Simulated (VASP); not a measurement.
# AgCl (P1) in VASP: notebook

AgCl is run at these levels: PBE; tasks: single point.

Program: VASP 6.6.1. These are calculated values, not measurements. Logs are shortened: lines on timing, memory, paths and dates and some standing lists are left out, and cuts for length are marked.

### Step 1. The cell of the first run

The typed cell holds 8 atoms: a = 7.736 Å, b = 7.736 Å, c = 3.868 Å, α = 60.00°, β = 60.00°, γ = 60.00°.

### Step 2. Single point, PBE

File INCAR:

```
SYSTEM = AgCl
  ALGO = Normal
  EDIFF = 1E-6
  ENCUT = 400
  GGA = PE
  GGA_COMPAT = .FALSE.
  ISIF = 2
  ISMEAR = -1
  LASPH = .TRUE.
  LCHARG = .FALSE.
  LREAL = .FALSE.
  LWAVE = .FALSE.
  NBANDS = 46
  NELM = 120
  PREC = Accurate
  SIGMA = 0.1
```

File KPOINTS:

```
k-points
0
G
  2 2 2
  0 0 0
```

File POSCAR:

```
AgCl
1.0
    0.0000000000      5.4700000000      5.4700000000
    5.4700000000      0.0000000000      5.4700000000
    2.7350000000      2.7350000000      0.0000000000
Ag Cl
4 4
Direct
   -0.0024085009     -0.0035518282      0.0131775137
   -0.0068415905      0.4922081353      0.0646831810
    0.4923740402      0.0109820841     -0.0031027422
    0.5151553016      0.5083966179     -0.0506670932
    0.2280511883      0.2693458867      0.4478756856
    0.2863936015      0.7228336380      0.4547433272
    0.7377805302      0.2463187386      0.5547413163
    0.7530101463      0.7370525594      0.4693358318
```

Potentials or basis: VASP PAW PBE potentials, release 64 (Ag, Cl).

Command:

```bash
> cat potpaw_PBE.64/Ag/POTCAR potpaw_PBE.64/Cl/POTCAR > POTCAR
> mpirun -np 1 vasp_std > vasp.out
```

OUTCAR:

```text
SYSTEM = AgCl
   EDIFF = 1E-6
   ENCUT = 400
   GGA = PE
   ISIF = 2
   ISMEAR = -1
   LASPH = .TRUE.
   LREAL = .FALSE.
   NELM = 120
   PREC = Accurate

 ion  position               nearest neighbor table
   1  0.998  0.996  0.013-   7 2.68   8 2.76   5 2.77   6 2.80   7 2.85   6 3.03
   2  0.993  0.492  0.065-   5 2.34   8 2.45   7 2.74   6 2.89   5 2.93   8 2.96   4 3.57
   3  0.492  0.011  0.997-   7 2.63   5 2.66   6 2.73   8 2.73   8 2.94   5 2.95
   4  0.515  0.508  0.949-   7 2.53   8 2.55   6 2.56   6 2.61   5 2.89   7 2.89   2 3.57
   5  0.228  0.269  0.448-   2 2.34   3 2.66   1 2.77   4 2.89   2 2.93   3 2.95
   6  0.286  0.723  0.455-   4 2.56   4 2.61   3 2.73   1 2.80   2 2.89   1 3.03
   7  0.738  0.246  0.555-   4 2.53   3 2.63   1 2.68   2 2.74   1 2.85   4 2.89
   8  0.753  0.737  0.469-   2 2.45   4 2.55   3 2.73   1 2.76   3 2.94   2 2.96

  LATTYP: Found a base centered orthorhombic cell.
 ALAT       =     7.7357481862
 B/A-ratio  =     1.4142135624
 C/A-ratio  =     0.5000000000

  Lattice vectors:

 A1 = (  -2.7350000000,   2.7350000000,  -5.4700000000)
 A2 = (  -2.7350000000,   2.7350000000,   5.4700000000)
 A3 = (   2.7350000000,   2.7350000000,   0.0000000000)

Analysis of symmetry for initial positions (statically):
=====================================================================
 Subroutine PRICEL returns:
 Original cell was already a primitive cell.

 Routine SETGRP: Setting up the symmetry group for a
 base centered orthorhombic supercell.

 Subroutine GETGRP returns: Found  1 space group operations
 (whereof  1 operations were pure point group operations)
 out of a pool of  8 trial point group operations.

The static configuration has the point symmetry C_1 .

Analysis of symmetry for dynamics (positions and initial velocities):
=====================================================================
 Subroutine PRICEL returns:
 Original cell was already a primitive cell.

 Routine SETGRP: Setting up the symmetry group for a
 base centered orthorhombic supercell.

 Subroutine GETGRP returns: Found  1 space group operations
 (whereof  1 operations were pure point group operations)
 out of a pool of  8 trial point group operations.

The dynamic configuration has the point symmetry C_1 .

 Subroutine INISYM returns: Found  1 space group operations
[... 86 lines left out ...]
   ISPIN  =      1    spin polarized calculation?
   LNONCOLLINEAR =      F non collinear calculations
   LSORBIT =      F    spin-orbit coupling
   LASPH  =      T    aspherical Exc in radial PAW
   ENCUT  =  400.0 eV  29.40 Ry    5.42 a.u.  12.62 12.62  6.31*2*pi/ulx,y,z
   NELM   =    120;   NELMIN=  2; NELMDL= -5     # of ELM steps
   EDIFF  = 0.1E-05   stopping-criterion for ELM
   LREAL  =      F    real-space projection
[... 7 lines left out ...]
   TEBEG  =    0.0;   TEEND  =   0.0 temperature during run
   PSTRESS=    0.0 pullay stress
   NELECT =      72.0000    total number of electrons
   NUPDOWN=      -1.0000    fix difference up-down
   EMIN   =  10.00;   EMAX   =-10.00  energy-range for DOS
   EFERMI =   0.00;   METHOD = LEGACY
   ISMEAR =    -1;   SIGMA  =   0.10  broadening in eV -4-tet -1-fermi 0-gaus
   EFERMI_NEDOS =   21; number of points for ismear=-14 and -15
   IALGO  =     38    algorithm
   IMIX   =      4    mixing-type and parameters
     AMIX     =   0.40;   BMIX     =  1.00
     AMIX_MAG =   1.60;   BMIX_MAG =  1.00
  volume/ion in A,a.u.               =      20.46       138.06
  Fermi-wavevector in a.u.,A,eV,Ry     =   1.245083  2.352866 21.092186  1.550232
  Thomas-Fermi vector in A             =   2.379321
   LORBIT       =      0    0 simple, 1 ext, 2 COOP (PROOUT), +10 PAW based schemes
   GGA     = PE    functional components
   LHFCALC =     F    Hartree Fock is set to
   AEXX    =    0.0000 exact exchange contribution
   IVDW    =     0    specifies the selected vdW correction
   LEPSILON=     F    determine dielectric tensor
   LRPA    =     F    only Hartree local field effects (RPA)
 non-spin polarized calculation
  energy-cutoff  :      400.00
  volume of cell :      163.67
 maximum number of plane-waves:      2996
   NGX = 25   NGY = 25   NGZ = 13

 number of electron      71.9999999 magnetization

 Free energy of the ion-electron system (eV)
  ---------------------------------------------------
  ext. energy  EPLUGINS =         0.00000000
  ---------------------------------------------------
  free energy    TOTEN  =       -20.42321542 eV

  energy without entropy =      -20.41453292  energy(sigma->0) =      -20.41887417

 E-fermi :   4.9949     XC(G=0): -10.1516

 val. band max:        4.5286610963   @ k =   0.0000   0.0000   0.5000
 cond. band min:       5.3373043465   @ k =   0.0000   0.0000   0.0000
 fundamental gap:      0.8086432502
 Fermi energy:         4.9948889081

 k-point     1 :       0.0000    0.0000    0.0000
  band No.  band energies     occupation
      1     -11.1123      2.00000
      2     -10.6349      2.00000
      3     -10.6099      2.00000
      4     -10.4766      2.00000
      5      -1.3046      2.00000
      6      -1.2751      2.00000
[... 381 lines left out ...]
     45      12.2261      0.00000
     46      12.3417      0.00000

------------------------ aborting loop because EDIFF is reached ----------------------------------------

  FORCE on cell =-STRESS in cart. coord.  units (eV):
  Direction    XX          YY          ZZ          XY          YZ          ZX
  --------------------------------------------------------------------------------------
  -------------------------------------------------------------------------------------
  Total        8.5183917      9.0882406      3.6488046      0.6240371      0.1421747     -0.0280074
  in kB       83.3885090     88.9668916     35.7189937      6.1088437      1.3917814     -0.2741708
  external PRESSURE =      69.3581314 kB  Pullay stress =       0.0000000 kB

 VOLUME and BASIS-vectors are now :
 -----------------------------------------------------------------------------
  energy-cutoff  :      400.00
  volume of cell :      163.67
      direct lattice vectors                 reciprocal lattice vectors
     0.000000000  5.470000000  5.470000000    -0.091407678  0.091407678  0.091407678
     5.470000000  0.000000000  5.470000000     0.091407678 -0.091407678  0.091407678
     2.735000000  2.735000000  0.000000000     0.182815356  0.182815356 -0.182815356

 POSITION                                       TOTAL-FORCE (eV/Angst)
 -----------------------------------------------------------------------------------
      5.48661      5.49287     10.90740        -0.039809      0.182595      0.009041
      2.86929      5.60948      8.12496        -0.692038     -1.341082      0.186747
      2.78659      5.41980      2.75336        -0.143798     -0.102914     -0.131802
      5.37736      5.41432      5.59883         0.276415      0.210074     -0.407492
      2.69826      2.47238      2.72076        -0.054439      1.570707     -0.194287
      5.19762      2.81030      5.52047         0.385137     -0.742900      0.103233
      2.86458      5.55288      5.38302        -0.627002      0.172583     -0.298812
      5.31531      5.40260      8.15064         0.895534      0.050939      0.733373
 -----------------------------------------------------------------------------------
    total drift:                               -0.000732     -0.000216      0.000340

  FREE ENERGIE OF THE ION-ELECTRON SYSTEM (eV)
  ---------------------------------------------------
  free  energy   TOTEN  =       -20.4232154240 eV

  energy  without entropy=      -20.4145329195  energy(sigma->0) =      -20.41887417
```

OSZICAR:

```text
N       E                     dE             d eps       ncg     rms          rms(c)
DAV:   1     0.447646099856E+03    0.44765E+03   -0.30221E+04   744   0.117E+03
DAV:   2     0.749724697340E+01   -0.44015E+03   -0.42300E+03   824   0.287E+02
DAV:   3    -0.208633092616E+02   -0.28361E+02   -0.28135E+02   874   0.728E+01
DAV:   4    -0.212699535131E+02   -0.40664E+00   -0.40581E+00   826   0.995E+00
DAV:   5    -0.212773715487E+02   -0.74180E-02   -0.74167E-02   854   0.134E+00    0.152E+01
DAV:   6    -0.204442859811E+02    0.83309E+00   -0.18956E+00   862   0.979E+00    0.100E+01
DAV:   7    -0.204366416827E+02    0.76443E-02   -0.91180E-01   826   0.409E+00    0.341E+00
DAV:   8    -0.204224116690E+02    0.14230E-01   -0.53242E-02   830   0.136E+00    0.697E-01
DAV:   9    -0.204229511693E+02   -0.53950E-03   -0.11837E-02   826   0.596E-01    0.120E-01
DAV:  10    -0.204231000140E+02   -0.14884E-03   -0.26363E-04   830   0.958E-02    0.606E-02
DAV:  11    -0.204231982517E+02   -0.98238E-04   -0.10208E-04   826   0.500E-02    0.185E-02
DAV:  12    -0.204232134238E+02   -0.15172E-04   -0.11465E-05   820   0.200E-02    0.750E-03
DAV:  13    -0.204232153236E+02   -0.18998E-05   -0.39229E-06   720   0.101E-02    0.248E-03
DAV:  14    -0.204232154240E+02   -0.10045E-06   -0.28017E-07   500   0.271E-03
   1 F= -.20423215E+02 E0= -.20418874E+02  d E =-.868250E-02
```

Wall time 30 s (1 thread of Intel Xeon 6975P-C (Granite Rapids), shared host); peak memory 0.25 GiB.

Results:

| Property | Result |
| --- | --- |
| Free energy | -20.4232 eV |
| Pressure | 6.9 GPa |
| Largest force | 1.584 eV/Å |
| Band gap on the k mesh | 0.81 eV (least direct gap 0.91 eV) |

Forces in eV/Å, atoms in the order of the input:
```
Ag  -0.040  0.183  0.009
Ag  -0.692 -1.341  0.187
Ag  -0.144 -0.103 -0.132
Ag   0.276  0.210 -0.407
Cl  -0.054  1.571 -0.194
Cl   0.385 -0.743  0.103
Cl  -0.627  0.173 -0.299
Cl   0.896  0.051  0.733
```

Levels at points of the mesh, in eV from the valence-band top:
| k point | band 34 | band 35 | band 36 | band 37 | band 38 | band 39 |
| --- | --- | --- | --- | --- | --- | --- |
| (0.00, 0.00, 0.00) | -0.22 | -0.14 | -0.10 | 0.81 | 2.30 | 4.01 |
| (0.50, 0.00, 0.00) | -0.93 | -0.65 | -0.52 | 2.68 | 2.84 | 3.85 |
| (0.00, 0.50, 0.00) | -0.87 | -0.66 | -0.61 | 2.67 | 2.96 | 3.74 |
| (0.50, 0.50, 0.00) | -1.36 | -0.36 | -0.12 | 3.18 | 3.28 | 4.81 |
| (0.00, 0.00, 0.50) | -0.18 | -0.16 | 0.00 | 2.30 | 2.33 | 3.98 |
| (0.50, 0.00, 0.50) | -1.09 | -0.90 | -0.76 | 3.46 | 3.74 | 4.09 |
| (0.00, 0.50, 0.50) | -1.06 | -0.91 | -0.82 | 3.47 | 3.80 | 3.98 |
| (0.50, 0.50, 0.50) | -1.32 | -0.18 | -0.04 | 3.90 | 3.99 | 4.88 |

Caveat: the k points lie up to 0.81 Å⁻¹ apart; forces of over 1 eV/Å act on the atoms, so gaps and moduli don't describe the material at rest. A hybrid or GW would open this gap; PBE tends to underestimate it.

### Step 3. Single point, PBE

File INCAR:

```
ALGO = Normal
EDIFF = 1E-6
ENCUT = 400
GGA = PE
GGA_COMPAT = False
ISIF = 2
ISMEAR = -1
LASPH = True
LCHARG = True
LELF = True
LREAL = False
LVHAR = True
LWAVE = False
NBANDS = 46
NELM = 120
PREC = Accurate
SIGMA = 0.1
```

File KPOINTS:

```
k-points
0
Gamma
  2 2 2
```

File POSCAR:

```
AgCl
1.0
    0.0000000000      5.4700000000      5.4700000000
    5.4700000000      0.0000000000      5.4700000000
    2.7350000000      2.7350000000      0.0000000000
Ag Cl
4 4
Direct
   -0.0025989945     -0.0059496344      0.0200034735
   -0.0112161792      0.4916055759      0.0775862888
    0.4886946069      0.0152397623     -0.0055471664
    0.5201474406      0.5107840037     -0.0663581353
    0.2329711152      0.2585212066      0.4618310786
    0.2905054845      0.7253700183      0.4239919561
    0.7380861060      0.2317842779      0.5757765996
    0.7535697441      0.7487854662      0.4602462523
```

Potentials or basis: VASP PAW PBE potentials, release 64 (Ag, Cl).

Command:

```bash
> cat potpaw_PBE.64/Ag/POTCAR potpaw_PBE.64/Cl/POTCAR > POTCAR
> mpirun -np 1 vasp_std > vasp.out
```

OUTCAR:

```text
EDIFF = 1E-6
   ENCUT = 400
   GGA = PE
   ISIF = 2
   ISMEAR = -1
   LASPH = True
   LREAL = False
   NELM = 120
   PREC = Accurate

 ion  position               nearest neighbor table
   1  0.997  0.994  0.020-   7 2.64   8 2.68   6 2.74   5 2.75   7 2.82   6 3.10
   2  0.989  0.492  0.078-   5 2.40   8 2.47   7 2.79   6 2.98   5 2.98   8 2.99   4 3.48
   3  0.489  0.015  0.994-   7 2.56   5 2.61   6 2.70   8 2.73   5 2.86   8 2.92
   4  0.520  0.511  0.934-   6 2.52   7 2.54   8 2.58   6 2.66   5 2.95   7 2.98   2 3.48
   5  0.233  0.259  0.462-   2 2.40   3 2.61   1 2.75   3 2.86   4 2.95   2 2.98
   6  0.291  0.725  0.424-   4 2.52   4 2.66   3 2.70   1 2.74   2 2.98   1 3.10
[... 589 lines left out ...]
  external PRESSURE =      67.4072482 kB  Pullay stress =       0.0000000 kB

 VOLUME and BASIS-vectors are now :
 -----------------------------------------------------------------------------
  energy-cutoff  :      400.00
  volume of cell :      163.67
      direct lattice vectors                 reciprocal lattice vectors
     0.000000000  5.470000000  5.470000000    -0.091407678  0.091407678  0.091407678
     5.470000000  0.000000000  5.470000000     0.091407678 -0.091407678  0.091407678
     2.735000000  2.735000000  0.000000000     0.182815356  0.182815356 -0.182815356

 POSITION                                       TOTAL-FORCE (eV/Angst)
 -----------------------------------------------------------------------------------
      5.49216      5.51049     10.89324        -0.053730      0.213766      0.088929
      2.90128      5.62085      8.09773        -0.589639     -0.935998      0.156731
      2.80319      5.39299      2.75652        -0.207909     -0.120975     -0.283229
      5.34750      5.39872      5.63920         0.087350      0.132224     -0.348866
      2.67722      2.53746      2.68846         0.175510      0.976121     -0.166252
      5.12739      2.74868      5.55684         0.369617     -0.494654     -0.013150
      2.84261      5.61208      5.30519        -0.391355      0.018715      0.055361
      5.35463      5.38080      8.21788         0.610156      0.210800      0.510476
 -----------------------------------------------------------------------------------
    total drift:                                0.000548     -0.000340     -0.000041

  FREE ENERGIE OF THE ION-ELECTRON SYSTEM (eV)
  ---------------------------------------------------
  free  energy   TOTEN  =       -20.5600611849 eV

  energy  without entropy=      -20.5539605134  energy(sigma->0) =      -20.55701085
```

Run time: 35 s. Hardware: 1 thread of Intel Xeon 6975P-C (Granite Rapids), shared host; peak memory 0.26 GiB.

Results:

| Quantity | Value |
| --- | --- |
| Free energy | -20.5601 eV |
| Pressure | 6.7 GPa |
| Largest force | 1.117 eV/Å |
| Band gap on the k mesh | 0.90 eV (least direct gap 1.00 eV) |

Forces in eV/Å, atoms in the order of the input:
```
Ag  -0.054  0.214  0.089
Ag  -0.590 -0.936  0.157
Ag  -0.208 -0.121 -0.283
Ag   0.087  0.132 -0.349
Cl   0.176  0.976 -0.166
Cl   0.370 -0.495 -0.013
Cl  -0.391  0.019  0.055
Cl   0.610  0.211  0.510
```

Stress tensor (GPa, compression positive):
```
8.18 0.65 0.09
0.65 8.05 0.04
0.09 0.04 3.99
```

Levels at points of the mesh, in eV from the valence-band top:
```
           k point  band 34  band 35  band 36  band 37  band 38  band 39
(0.00, 0.00, 0.00)    -0.23    -0.16    -0.10     0.90     2.43     4.02
(0.50, 0.00, 0.00)    -0.84    -0.70    -0.50     2.78     3.00     3.85
(0.00, 0.50, 0.00)    -0.83    -0.66    -0.63     2.82     2.91     3.96
(0.50, 0.50, 0.00)    -1.30    -0.37    -0.12     3.31     3.37     4.84
(0.00, 0.00, 0.50)    -0.20    -0.12     0.00     2.37     2.49     4.04
(0.50, 0.00, 0.50)    -1.03    -0.89    -0.72     3.73     3.87     3.95
(0.00, 0.50, 0.50)    -1.00    -0.96    -0.87     3.61     3.84     4.01
(0.50, 0.50, 0.50)    -1.27    -0.14    -0.04     4.02     4.12     4.92
```

Caveat: the k points lie up to 0.81 Å⁻¹ apart; forces of over 1 eV/Å act on the atoms, so gaps and moduli don't describe the material at rest. A k mesh can miss the band edges.
